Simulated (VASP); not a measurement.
Crystal: ZnAu2.

```
Zn Au
1.0
    -1.71040    1.71040    4.19583
     1.71040   -1.71040    4.19583
     1.71040    1.71040   -4.19583
Zn Au
1 2
Cartesian
  0.0000 0.0000 0.0000
  0.0000 0.0000 5.5804
  0.0000 0.0000 2.8112
```

```yaml
Program: VASP 6.6.1
Task: relaxation of cell and atoms
Functional: PBE
Potentials_or_basis: VASP PAW PBE potentials, release 64 (Zn, Au)
Cutoff: 500 eV
k_mesh: 8 × 8 × 8
Occupations: gaussian, width 0.1 eV
Spin: no spin polarisation
```

At the start: pressure 5.9 GPa; volume 16.37 Å³/atom.

Problem. Where does the relaxation end?

Solution. Over 14 steps the energy falls by 52.3 meV/atom and the volume is 16.83 Å³/atom (+2.8 %); space group I4/mmm (No. 139, to 0.1 Å) before and after.

Step by step:
```csv
step,energy change (eV),largest force (eV/Å),pressure (GPa),volume (Å³)
1,0.0000,0.3335,5.86,49.10
2,-0.0207,0.2176,-4.96,53.47
3,-0.0500,0.2569,-0.84,51.48
4,-0.0665,0.2033,-0.77,51.28
5,-0.1113,0.0231,0.13,50.66
6,-0.1133,0.6621,3.87,49.20
7,-0.1382,0.2264,1.34,50.06
8,-0.1382,0.3818,2.14,49.75
9,-0.1395,0.3199,1.82,49.87
10,-0.1479,0.3026,0.85,50.19
11,-0.1494,0.2943,-0.02,50.50
12,-0.1496,0.2960,0.17,50.44
13,-0.1527,0.2228,0.05,50.45
14,-0.1569,0.0113,-0.20,50.49
```

Final structure:
```yaml
crystal:
  lattice:
    - [-1.63714, 1.63714, 4.70903]
    - [1.63714, -1.63714, 4.70903]
    - [1.63714, 1.63714, -4.70903]
  atoms:
    - { symbol: Zn, position: [0.00000, 0.00000, 0.00000] }
    - { symbol: Au, position: [0.65462, 0.65462, 0.00000] }
    - { symbol: Au, position: [0.34538, 0.34538, 0.00000] }
```
